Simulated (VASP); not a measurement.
Set up this calculation in VASP 6.6.1, as the native input.

```yaml
Task: single point
Functional: PBE
Dispersion: D3(BJ)
Potentials_or_basis: VASP PAW PBE potentials, release 64 (C, O)
Cutoff: 520 eV
k_mesh: 4 × 4 × 4
Occupations: gaussian, width 0.01 eV
Spin: no spin polarisation
Dipole_correction: no
Further_INCAR_settings: ALGO = Normal; EDIFF = 1e-06; NBANDS = 30
```

The structure of CO lies in POSCAR:

```
CO
1.0
    5.6364523001      0.0000000000      0.0000000000
    0.0000000000      5.6364523001      0.0000000000
    0.0000000000      0.0000000000      5.6364523001
C O
4 4
Direct
    0.9623041402      0.9623041402      0.9623041402
    0.5376958598      0.0376958598      0.4623041402
    0.4623041402      0.5376958598      0.0376958598
    0.0376958598      0.4623041402      0.5376958598
    0.0785154812      0.0785154812      0.0785154812
    0.4214845188      0.9214845188      0.5785154812
    0.5785154812      0.4214845188      0.9214845188
    0.9214845188      0.5785154812      0.4214845188
```

The input as run:

INCAR

```
SYSTEM = CO
PREC = Accurate
ENCUT = 520
EDIFF = 1E-6
ISMEAR = 0
SIGMA = 0.01
LREAL = .False.
LASPH = .True.
NELM = 80
ALGO = Normal
ISIF = 2
LWAVE = .False.
LCHARG = .False.
GGA = PE
IVDW = 12
NBANDS = 30
```

KPOINTS

```
Automatic mesh
0
Gamma
  4 4 4
  0 0 0
```

Potentials or basis: VASP PAW PBE potentials, release 64 (C, O).

Run with:

```bash
$ cat potpaw_PBE.64/C/POTCAR potpaw_PBE.64/O/POTCAR > POTCAR
$ mpirun -np 1 vasp_std > vasp.out
```

It gave:

The pressure is 1.1 GPa, the largest force is 0.966 eV/Å and the band gap on the k mesh is 6.01 eV. The dispersion energy per atom is -0.061 eV.

Wall time 40 s on 1 thread of Intel(R) Xeon(R) Platinum 8375C CPU @ 2.90GHz (Ice Lake), on a shared host, peak memory 0.27 GiB.
